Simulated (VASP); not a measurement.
Input of a VASP 6.6.1 run:

File POSCAR:

```
C
1.0
    0.0000000000      1.7951807415      1.7951807415
    1.7951807415      0.0000000000      1.7951807415
    1.7951807415      1.7951807415      0.0000000000
C
2
Direct
    0.7500000000      0.7500000000      0.7500000000
    0.5000000000      0.5000000000      0.5000000000
```

File INCAR.step1:

```
ALGO = Normal ; EDIFF = 1E-5
ENCUT = 520 ; GGA = PE
ISIF = 2 ; ISMEAR = -1
LASPH = T ; LCHARG = F
LREAL = F ; LWAVE = T
NBANDS = 11 ; NELM = 100
PREC = Accurate ; SIGMA = 0.05
```

Contents of INCAR.step2:

```
AEXX = 0.5 ; AGGAC = 1.0
AGGAX = 0.5 ; ALDAC = 0.0
ALDAX = 0.5 ; ALGO = Normal
EDIFF = 1E-6 ; ENCUT = 520
GGA = B5 ; ISIF = 2
ISMEAR = -1 ; ISTART = 1
LASPH = T ; LCHARG = F
LHFCALC = T ; LREAL = F
LWAVE = F ; NBANDS = 11
NELM = 100 ; PREC = Accurate
PRECFOCK = Normal ; SIGMA = 0.05
```

Contents of KPOINTS:

```
k-points
0
Gamma
  7 7 7
```

Potentials or basis: VASP PAW PBE potentials, release 64 (C).

Launch:

```console
$ cat potpaw_PBE.64/C/POTCAR > POTCAR
$ cp INCAR.step1 INCAR
$ mpirun -np 1 vasp_std > vasp.out
$ cp INCAR.step2 INCAR
$ mpirun -np 1 vasp_std > vasp.out
```

Question: Predict the band gap on the k mesh.

Answer: 8.51 eV (least direct gap 10.09 eV).

Question: Predict the pressure.

Answer: -17.5 GPa.

Caveat: the k points lie up to 0.43 Å⁻¹ apart; the PAW data sets were made with another functional, which shifts forces and pressure a little; an odd mesh through Γ misses points on the zone boundary, where band edges can lie.
